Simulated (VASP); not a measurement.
Ta: relaxation of cell and atoms with PBE

Crystal: Ta.

```xyz
2
Lattice="2.9487 0.0000 0.0000 -1.4743 2.5536 0.0000 0.0000 0.0000 4.8162" Properties=species:S:1:pos:R:3 pbc="T T T"
Ta    0.0000    1.7024    3.6121
Ta    1.4743    0.8512    1.2040
```

This isn't the form of Ta at room conditions, which is bcc.

```json
{
  "Program": "VASP 6.6.1",
  "Task": "relaxation of cell and atoms",
  "Functional": "PBE",
  "Potentials or basis": "VASP PAW PBE potentials, release 64 (Ta_pv)",
  "Cutoff": "600 eV",
  "k mesh": "16 × 16 × 10",
  "Occupations": "gaussian, width 0.05 eV",
  "Spin": "no spin polarisation",
  "Dipole correction": "no",
  "Further INCAR settings": "ALGO = Normal; EDIFF = 1e-07; IBRION = 2; EDIFFG = -0.01; NSW = 80; ISIF = 3"
}
```

* Relaxed volume: 18.74 Å³/atom
* Relaxed cell: a = 2.904 Å, b = 2.904 Å, c = 5.131 Å, α = 90.00°, β = 90.00°, γ = 120.00°
* Space group after relaxing (to 0.1 Å): P6_3/mmc (No. 194)
* Energy gained by relaxing: 52.6 meV/atom
* Ionic steps: 8
* Pressure after relaxing: 0.0 GPa
* Band gap on the k mesh: zero (bands 11 and 12 overlap by 2.21 eV)

The path:
| step | energy change (eV) | largest force (eV/Å) | pressure (GPa) | volume (Å³) |
| --- | --- | --- | --- | --- |
| 1 | 0.0000 | 0.0000 | 6.56 | 36.26 |
| 2 | 0.0075 | 0.0000 | -11.91 | 40.24 |
| 3 | -0.0661 | 0.0000 | -3.47 | 38.14 |
| 4 | -0.1009 | 0.0000 | 0.67 | 37.39 |
| 5 | -0.1049 | 0.0000 | -0.44 | 37.57 |
| 6 | -0.1049 | 0.0000 | -0.52 | 37.58 |
| 7 | -0.1047 | 0.0000 | 0.71 | 37.33 |
| 8 | -0.1051 | 0.0000 | -0.01 | 37.48 |

Final structure:
```yaml
crystal:
  lattice:
    - [2.90425, 0.00000, 0.00000]
    - [-1.45212, 2.51515, 0.00000]
    - [0.00000, 0.00000, 5.13061]
  atoms:
    - { symbol: Ta, position: [0.33333, 0.66667, 0.75000] }
    - { symbol: Ta, position: [0.66667, 0.33333, 0.25000] }
```

Levels at points of the mesh, in eV from the Fermi level:
```tsv
k point	band 8	band 9	band 10	band 11	band 12	band 13	band 14	band 15
(0.00, 0.00, 0.00)	-4.87	-0.46	-0.03	0.60	0.60	1.19	1.19	2.93
(0.50, 0.00, 0.00)	-3.82	-3.31	-0.48	-0.30	0.56	0.82	5.60	6.39
(0.00, 0.00, 0.50)	-6.32	-1.11	-1.11	0.65	0.65	0.65	0.65	4.42
(0.50, 0.00, 0.50)	-4.31	-2.25	-2.25	1.49	1.49	2.59	2.59	5.59
```

It took 4.3 min on 1 thread of AMD EPYC 9R45 96-Core Processor (Zen 5) (shared host), peak memory 0.22 GiB.

Caveat: spin-orbit coupling is left out, which moves the levels of the heavy elements.
